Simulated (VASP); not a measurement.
# Sc (Im-3m) in VASP: notebook

Sc is run at these levels: PBEsol; tasks: single point, relaxation of cell and atoms.

Program: VASP 6.6.1. These are calculated values, not measurements. Logs are shortened: lines on timing, memory, paths and dates and some standing lists are left out, and cuts for length are marked.

### 1 The cell of the first run

It takes space group Im-3m (No. 229, cubic). Conventional cell: a = 3.628 Å, b = 3.628 Å, c = 3.628 Å, α = 90.00°, β = 90.00°, γ = 90.00°. Within 4.1 Å of Sc (site symmetry m-3m) lie 14 Sc at 3.14 to 3.63 Å.

### 2 Single point, PBEsol

Contents of INCAR:

```
  PREC = Accurate
  ENCUT = 520
  EDIFF = 1E-6
  ISMEAR = 0
  SIGMA = 0.05
  LREAL = F
  LASPH = T
  NELM = 80
  ALGO = Normal
  ISIF = 2
  LWAVE = F
  LCHARG = T
  GGA = PS
  LELF = T
  LVHAR = T
  NBANDS = 18
```

Contents of KPOINTS:

```
Automatic mesh
0
Gamma
  7 7 7
```

Contents of POSCAR:

```
Sc
1.0
    3.6280889395      0.0000000000      0.0000000000
    0.0000000000      3.6280889395      0.0000000000
    0.0000000000      0.0000000000      3.6280889395
Sc
2
Direct
    0.0000000000      0.0000000000      0.0000000000
    0.5000000000      0.5000000000      0.5000000000
```

Potentials or basis: VASP PAW PBE potentials, release 64 (Sc_sv).

Launch:

```bash
cat potpaw_PBE.64/Sc_sv/POTCAR > POTCAR
mpirun -np 1 vasp_std > vasp.out
```

OUTCAR:

```text
PREC = Accurate
   ENCUT = 520
   EDIFF = 1E-6
   ISMEAR = 0
   LREAL = F
   LASPH = T
   NELM = 80
   ISIF = 2
   GGA = PS

 ion  position               nearest neighbor table
   1  0.000  0.000  0.000-   2 3.14   2 3.14   2 3.14   2 3.14   2 3.14   2 3.14   2 3.14   2 3.14

   2  0.500  0.500  0.500-   1 3.14   1 3.14   1 3.14   1 3.14   1 3.14   1 3.14   1 3.14   1 3.14

  LATTYP: Found a simple cubic cell.
 ALAT       =     3.6280889395

  Lattice vectors:

 A1 = (   3.6280889395,   0.0000000000,   0.0000000000)
 A2 = (   0.0000000000,   3.6280889395,   0.0000000000)
 A3 = (   0.0000000000,   0.0000000000,   3.6280889395)

Analysis of symmetry for initial positions (statically):
=====================================================================
 Subroutine PRICEL returns following result:

  LATTYP: Found a body centered cubic cell.
 ALAT       =     3.6280889395

  Lattice vectors:

 A1 = (   1.8140444697,   1.8140444697,  -1.8140444697)
 A2 = (  -1.8140444697,   1.8140444697,   1.8140444697)
 A3 = (   1.8140444697,  -1.8140444697,   1.8140444697)

   2 primitive cells build up your supercell.

 Routine SETGRP: Setting up the symmetry group for a
 simple cubic supercell.

 Subroutine GETGRP returns: Found 48 space group operations
 (whereof 48 operations were pure point group operations)
 out of a pool of 48 trial point group operations.

The static configuration has the point symmetry O_h .

Analysis of symmetry for dynamics (positions and initial velocities):
=====================================================================
 Subroutine PRICEL returns following result:

  LATTYP: Found a body centered cubic cell.
 ALAT       =     3.6280889395

  Lattice vectors:

 A1 = (   1.8140444697,   1.8140444697,  -1.8140444697)
 A2 = (  -1.8140444697,   1.8140444697,   1.8140444697)
 A3 = (   1.8140444697,  -1.8140444697,   1.8140444697)

   2 primitive cells build up your supercell.

 Routine SETGRP: Setting up the symmetry group for a
 simple cubic supercell.

 Subroutine GETGRP returns: Found 48 space group operations
 (whereof 48 operations were pure point group operations)
 out of a pool of 48 trial point group operations.

The dynamic configuration has the point symmetry O_h .

 Subroutine INISYM returns: Found 48 space group operations
 (whereof 48 operations are pure point group operations),
 and found     2 'primitive' translations

----------------------------------------------------------------------------------------

                                     Primitive cell

  volume of cell :      23.8783

  direct lattice vectors                    reciprocal lattice vectors
     1.814044470  1.814044470 -1.814044470     0.275627201  0.275627201  0.000000000
    -1.814044470  1.814044470  1.814044470     0.000000000  0.275627201  0.275627201
     1.814044470 -1.814044470  1.814044470     0.275627201  0.000000000  0.275627201

  length of vectors
     3.142017189  3.142017189  3.142017189     0.389795726  0.389795726  0.389795726

  position of ions in fractional coordinates (direct lattice)
     0.000000000  0.000000000  0.000000000

  ion indices of the primitive-cell ions
   primitive index   ion index
                 1           1

----------------------------------------------------------------------------------------

 KPOINTS: Automatic mesh

Automatic generation of k-mesh.
 Grid dimensions read from file:
 generate k-points for:    7    7    7

 Generating k-lattice:

  Cartesian coordinates                     Fractional coordinates (reciprocal lattice)
     0.039375314  0.000000000  0.000000000     0.142857143  0.000000000  0.000000000
     0.000000000  0.039375314  0.000000000     0.000000000  0.142857143  0.000000000
     0.000000000  0.000000000  0.039375314     0.000000000  0.000000000  0.142857143

  Length of vectors
     0.039375314  0.039375314  0.039375314

  Shift w.r.t. Gamma in fractional coordinates (k-lattice)
     0.000000000  0.000000000  0.000000000

 Subroutine IBZKPT returns following result:
 ===========================================

 Found     20 irreducible k-points:

 Following reciprocal coordinates:
            Coordinates               Weight
  0.000000  0.000000  0.000000      1.000000
  0.142857  0.000000  0.000000      6.000000
  0.285714  0.000000  0.000000      6.000000
  0.428571  0.000000  0.000000      6.000000
  0.142857  0.142857  0.000000     12.000000
  0.285714  0.142857  0.000000     24.000000
[... 12 lines left out ...]
  0.428571  0.428571  0.285714     24.000000
  0.428571  0.428571  0.428571      8.000000
   k-points           NKPTS =     20   k-points in BZ     NKDIM =     20   number of bands    NBANDS=     18
   number of dos      NEDOS =    301   number of ions     NIONS =      2
   total plane-waves  NPLWV =  21952
   dimension x,y,z NGX =    28 NGY =   28 NGZ =   28
   dimension x,y,z NGXF=    56 NGYF=   56 NGZF=   56
   ions per type =               2
   NGX,Y,Z   is equivalent  to a cutoff of  12.83, 12.83, 12.83 a.u.
   NGXF,Y,Z  is equivalent  to a cutoff of  25.66, 25.66, 25.66 a.u.
 SYSTEM =  unknown system
   PREC   = accura    normal or accurate (medium, high low for compatibility)
   ISTART =      0    job   : 0-new  1-cont  2-samecut
   ICHARG =      2    charge: 1-file 2-atom 10-const
   ISPIN  =      1    spin polarized calculation?
   LNONCOLLINEAR =      F non collinear calculations
   LSORBIT =      F    spin-orbit coupling
   LASPH  =      T    aspherical Exc in radial PAW
   ENCUT  =  520.0 eV  38.22 Ry    6.18 a.u.   6.75  6.75  6.75*2*pi/ulx,y,z
   NELM   =     80;   NELMIN=  2; NELMDL= -5     # of ELM steps
   EDIFF  = 0.1E-05   stopping-criterion for ELM
   LREAL  =      F    real-space projection
   EDIFFG = 0.1E-04   stopping-criterion for IOM
   NSW    =      0    number of steps for IOM
   IBRION =     -1    ionic relax: 0-MD 1-quasi-New 2-CG
   NFREE  =      0    steps in history (QN), initial steepest desc. (CG)
   ISIF   =      2    stress and relaxation
   ISYM   =      2    0-nonsym 1-usesym 2-fastsym
   POTIM  = 0.5000    time-step for ionic-motion
   TEBEG  =    0.0;   TEEND  =   0.0 temperature during run
   PSTRESS=    0.0 pullay stress
   NELECT =      22.0000    total number of electrons
   NUPDOWN=      -1.0000    fix difference up-down
   EMIN   =  10.00;   EMAX   =-10.00  energy-range for DOS
   EFERMI =   0.00;   METHOD = LEGACY
   ISMEAR =     0;   SIGMA  =   0.05  broadening in eV -4-tet -1-fermi 0-gaus
   EFERMI_NEDOS =   21; number of points for ismear=-14 and -15
   IALGO  =     38    algorithm
   IMIX   =      4    mixing-type and parameters
     AMIX     =   0.40;   BMIX     =  1.00
     AMIX_MAG =   1.60;   BMIX_MAG =  1.00
  volume/ion in A,a.u.               =      23.88       161.14
  Fermi-wavevector in a.u.,A,eV,Ry     =   1.264361  2.389296 21.750397  1.598609
  Thomas-Fermi vector in A             =   2.397670
   LORBIT       =      0    0 simple, 1 ext, 2 COOP (PROOUT), +10 PAW based schemes
   GGA     = PS    functional components
   LHFCALC =     F    Hartree Fock is set to
   AEXX    =    0.0000 exact exchange contribution
   IVDW    =     0    specifies the selected vdW correction
   LEPSILON=     F    determine dielectric tensor
   LRPA    =     F    only Hartree local field effects (RPA)
 non-spin polarized calculation
 Gauss-broadening in eV      SIGMA  =   0.05
  energy-cutoff  :      520.00
  volume of cell :       47.76
 maximum number of plane-waves:      1309
 NGX is ok and might be reduce to    28
   NGX = 13   NGY = 13   NGZ = 13

 number of electron      21.9999985 magnetization

 Free energy of the ion-electron system (eV)
  ---------------------------------------------------
  ext. energy  EPLUGINS =         0.00000000
  ---------------------------------------------------
  free energy    TOTEN  =       -12.97693168 eV

  energy without entropy =      -12.96444656  energy(sigma->0) =      -12.97068912

 E-fermi :   3.8534     XC(G=0): -10.1241

 val. band max:        3.8485941349   @ k =   0.4286   0.4286   0.2857
 cond. band min:       3.8854849226   @ k =   0.4286   0.1429   0.0000
 fundamental gap:      0.0368907877
 Fermi energy:         3.8534130291

 k-point     1 :       0.0000    0.0000    0.0000
  band No.  band energies     occupation
      1     -45.4089      2.00000
      2     -45.2814      2.00000
      3     -24.1936      2.00000
      4     -24.1936      2.00000
      5     -24.1936      2.00000
      6     -23.8837      2.00000
[... 10 lines left out ...]
     17       7.9038      0.00000
     18       7.9038      0.00000

 k-point     2 :       0.1429    0.0000    0.0000
  band No.  band energies     occupation
      1     -45.4017      2.00000
      2     -45.2867      2.00000
      3     -24.1932      2.00000
      4     -24.1773      2.00000
      5     -24.1773      2.00000
      6     -23.9147      2.00000
[... 10 lines left out ...]
     17       7.2715      0.00000
     18       7.2715      0.00000

 k-point     3 :       0.2857    0.0000    0.0000
  band No.  band energies     occupation
      1     -45.3818      2.00000
      2     -45.3022      2.00000
      3     -24.1840      2.00000
      4     -24.1323      2.00000
      5     -24.1323      2.00000
      6     -23.9923      2.00000
[... 10 lines left out ...]
     17       6.3715      0.00000
     18       7.1949      0.00000

 k-point     4 :       0.4286    0.0000    0.0000
  band No.  band energies     occupation
      1     -45.3545      2.00000
      2     -45.3261      2.00000
      3     -24.1495      2.00000
      4     -24.0813      2.00000
      5     -24.0685      2.00000
      6     -24.0685      2.00000
[... 291 lines left out ...]
      4     -24.2403      2.00000
      5     -24.1203      2.00000
      6     -24.0330      2.00000
[... 10 lines left out ...]
     17       7.1609      0.00000
     18       7.1679      0.00000

 k-point    19 :       0.4286    0.4286    0.2857
  band No.  band energies     occupation
      1     -45.3338      2.00000
      2     -45.3299      2.00000
      3     -24.2448      2.00000
      4     -24.2381      2.00000
      5     -24.1017      2.00000
      6     -24.0533      2.00000
[... 10 lines left out ...]
     17       7.1828      0.00000
     18       7.1975      0.00000

 k-point    20 :       0.4286    0.4286    0.4286
  band No.  band energies     occupation
      1     -45.3307      2.00000
      2     -45.3293      2.00000
      3     -24.1922      2.00000
      4     -24.1489      2.00000
      5     -24.1489      2.00000
      6     -24.0515      2.00000
[... 10 lines left out ...]
     17       7.1955      0.00000
     18       7.1955      0.00000

------------------------ aborting loop because EDIFF is reached ----------------------------------------

  FORCE on cell =-STRESS in cart. coord.  units (eV):
  Direction    XX          YY          ZZ          XY          YZ          ZX
  --------------------------------------------------------------------------------------
  -------------------------------------------------------------------------------------
  Total        0.0012302      0.0012302      0.0012302      0.0000000      0.0000000      0.0000000
  in kB        0.0412718      0.0412718      0.0412718      0.0000000      0.0000000      0.0000000
  external PRESSURE =       0.0412718 kB  Pullay stress =       0.0000000 kB

 VOLUME and BASIS-vectors are now :
 -----------------------------------------------------------------------------
  energy-cutoff  :      520.00
  volume of cell :       47.76
      direct lattice vectors                 reciprocal lattice vectors
     3.628088939  0.000000000  0.000000000     0.275627201  0.000000000  0.000000000
     0.000000000  3.628088939  0.000000000     0.000000000  0.275627201  0.000000000
     0.000000000  0.000000000  3.628088939     0.000000000  0.000000000  0.275627201

 POSITION                                       TOTAL-FORCE (eV/Angst)
 -----------------------------------------------------------------------------------
      0.00000      0.00000      0.00000        -0.000000      0.000000     -0.000000
      1.81404      1.81404      1.81404         0.000000     -0.000000      0.000000
 -----------------------------------------------------------------------------------
    total drift:                               -0.000000      0.000000      0.000000

  FREE ENERGIE OF THE ION-ELECTRON SYSTEM (eV)
  ---------------------------------------------------
  free  energy   TOTEN  =       -12.9769316772 eV

  energy  without entropy=      -12.9644465574  energy(sigma->0) =      -12.97068912
```

Wall time 14 s (1 thread of Intel Xeon 6975P-C, shared host); peak memory 0.16 GiB.

Results:

| Quantity | Value |
| --- | --- |
| Free energy | -12.9769 eV |
| Pressure | 0.0 GPa |
| Band gap on the k mesh | zero (band 11 reaches 4.19 eV, above the bottom of band 12 at 3.67 eV) |

Levels at points of the mesh, in eV from the Fermi level:
```csv
k point,band 7,band 8,band 9,band 10,band 11,band 12,band 13,band 14,band 15,band 16
"(0.00, 0.00, 0.00)",-27.74,-27.74,-5.28,-1.26,-1.26,1.51,1.51,1.51,3.00,3.00
```

Caveat: the PAW data sets were made with another functional, which shifts forces and pressure a little.

### 3 Relaxation of cell and atoms, PBEsol

This run uses another cell than the first one, of 24.92 Å³/atom, 1.044 times its volume.

Contents of INCAR:

```
SYSTEM = Sc
ALGO = Normal
EDIFF = 1E-6
EDIFFG = -0.02
ENCUT = 600
GGA = PS
IBRION = 2
ISIF = 3
ISMEAR = 0
LASPH = .True.
LCHARG = .False.
LREAL = .False.
LWAVE = .False.
NELM = 100
NSW = 80
PREC = Accurate
SIGMA = 0.05
```

Contents of KPOINTS:

```
k-points
0
Gamma
  7 7 7
  0 0 0
```

Contents of POSCAR:

```
Sc
1.0
    3.6800000000      0.0000000000      0.0000000000
    0.0000000000      3.6800000000      0.0000000000
    0.0000000000      0.0000000000      3.6800000000
Sc
2
Direct
    0.0000000000      0.0000000000      0.0000000000
    0.5000000000      0.5000000000      0.5000000000
```

Potentials or basis: VASP PAW PBE potentials, release 64 (Sc_sv).

Launch:

```bash
cat potpaw_PBE.64/Sc_sv/POTCAR > POTCAR
mpirun -np 1 vasp_std > vasp.out
```

OUTCAR:

```text
SYSTEM = Sc
   EDIFF = 1E-6
   EDIFFG = -0.02
   ENCUT = 600
   GGA = PS
   IBRION = 2
   ISIF = 3
   ISMEAR = 0
   LASPH = .True.
   LREAL = .False.
   NELM = 100
   NSW = 80
   PREC = Accurate

 ion  position               nearest neighbor table
   1  0.000  0.000  0.000-   2 3.19   2 3.19   2 3.19   2 3.19   2 3.19   2 3.19   2 3.19   2 3.19

   2  0.500  0.500  0.500-   1 3.19   1 3.19   1 3.19   1 3.19   1 3.19   1 3.19   1 3.19   1 3.19

  LATTYP: Found a simple cubic cell.
 ALAT       =     3.6800000000

  Lattice vectors:

 A1 = (   3.6800000000,   0.0000000000,   0.0000000000)
 A2 = (   0.0000000000,   3.6800000000,   0.0000000000)
 A3 = (   0.0000000000,   0.0000000000,   3.6800000000)

Analysis of symmetry for initial positions (statically):
=====================================================================
 Subroutine PRICEL returns following result:

  LATTYP: Found a body centered cubic cell.
 ALAT       =     3.6800000000

  Lattice vectors:

 A1 = (   1.8400000000,   1.8400000000,  -1.8400000000)
 A2 = (  -1.8400000000,   1.8400000000,   1.8400000000)
 A3 = (   1.8400000000,  -1.8400000000,   1.8400000000)

   2 primitive cells build up your supercell.

 Routine SETGRP: Setting up the symmetry group for a
 simple cubic supercell.

 Subroutine GETGRP returns: Found 48 space group operations
 (whereof 48 operations were pure point group operations)
 out of a pool of 48 trial point group operations.

The static configuration has the point symmetry O_h .
[... 162 lines left out ...]
  ext. energy  EPLUGINS =         0.00000000
  ---------------------------------------------------
  free energy    TOTEN  =       -12.96485819 eV

  energy without entropy =      -12.95287323  energy(sigma->0) =      -12.95886571

 E-fermi :   3.5977     XC(G=0):  -9.9510

 val. band max:        3.5854856624   @ k =   0.4286   0.2857   0.2857
 cond. band min:       3.6049929978   @ k =   0.4286   0.4286   0.2857
 fundamental gap:      0.0195073354
 Fermi energy:         3.5976571987

 k-point     1 :       0.0000    0.0000    0.0000
  band No.  band energies     occupation
      1     -45.7845      2.00000
      2     -45.6779      2.00000
      3     -24.5540      2.00000
      4     -24.5540      2.00000
      5     -24.5540      2.00000
      6     -24.2843      2.00000
      7     -24.2843      2.00000
      8     -24.2843      2.00000
      9      -1.6004      2.00000
     10       2.4292      2.00000
     11       2.4292      2.00000
     12       5.0425      0.00000
     13       5.0425      0.00000
     14       5.0425      0.00000
[... 412 lines left out ...]
--------------------------------------- Ionic step        3  -------------------------------------------

 number of electron      21.9999999 magnetization

 Free energy of the ion-electron system (eV)
  ---------------------------------------------------
  ext. energy  EPLUGINS =         0.00000000
  ---------------------------------------------------
  free energy    TOTEN  =       -12.97808185 eV

  energy without entropy =      -12.96559167  energy(sigma->0) =      -12.97183676

 E-fermi :   3.8457     XC(G=0): -10.1190

 val. band max:        3.8412641453   @ k =   0.4286   0.4286   0.2857
 cond. band min:       3.8785724469   @ k =   0.4286   0.1429   0.0000
 fundamental gap:      0.0373083016
 Fermi energy:         3.8456746308

 k-point     1 :       0.0000    0.0000    0.0000
  band No.  band energies     occupation
      1     -45.4199      2.00000
      2     -45.2930      2.00000
      3     -24.2044      2.00000
      4     -24.2044      2.00000
      5     -24.2044      2.00000
      6     -23.8959      2.00000
      7     -23.8959      2.00000
      8     -23.8959      2.00000
      9      -1.4363      2.00000
     10       2.5866      2.00000
     11       2.5866      2.00000
     12       5.3508      0.00000
     13       5.3508      0.00000
     14       5.3508      0.00000
[... 370 lines left out ...]
  FREE ENERGIE OF THE ION-ELECTRON SYSTEM (eV)
  ---------------------------------------------------
  free  energy   TOTEN  =       -12.9780818482 eV

  energy  without entropy=      -12.9655916724  energy(sigma->0) =      -12.97183676

 reached required accuracy - stopping structural energy minimisation
```

CONTCAR:

```text
Sc
   1.00000000000000
     3.6295806459135229    0.0000000000000000   -0.0000000000000000
     0.0000000000000000    3.6295806459135229    0.0000000000000000
     0.0000000000000000    0.0000000000000000    3.6295806459135229
  Sc
     2
Direct
     0.0000000000000000    0.0000000000000000    0.0000000000000000
     0.5000000000000000    0.5000000000000000    0.5000000000000000

  0.00000000E+00  0.00000000E+00  0.00000000E+00
  0.00000000E+00  0.00000000E+00  0.00000000E+00
```

It took 35 s on 1 thread of Intel Xeon 6975P-C, shared host; peak memory 0.17 GiB.

Results:

```yaml
Free_energy: -12.9781 eV
Relaxed_volume: 23.91 Å³/atom
Relaxed_cell: a = 3.630 Å, b = 3.630 Å, c = 3.630 Å, α = 90.00°, β = 90.00°, γ = 90.00°
Space_group_after_relaxing_to_0.05_Å: Im-3m (No. 229)
Energy_gained_by_relaxing: 6.6 meV/atom
Ionic_steps: 3
Pressure_after_relaxing: 0.0 GPa
Band_gap_on_the_k_mesh: zero (band 11 reaches 4.18 eV, above the bottom of band 12 at 3.66 eV)
```

Step by step:
| step | energy change (eV) | largest force (eV/Å) | pressure (GPa) | volume (Å³) |
| --- | --- | --- | --- | --- |
| 1 | 0.0000 | 0.0000 | -2.06 | 49.84 |
| 2 | -0.0130 | 0.0000 | 0.28 | 47.56 |
| 3 | -0.0132 | 0.0000 | 0.00 | 47.82 |

Final structure:
```
CELL_PARAMETERS angstrom
3.62958 0.00000 0.00000
0.00000 3.62958 0.00000
0.00000 0.00000 3.62958
ATOMIC_POSITIONS crystal
Sc 0.00000 0.00000 0.00000
Sc 0.50000 0.50000 0.50000
```

Caveat: the PAW data sets were made with another functional, which shifts forces and pressure a little.
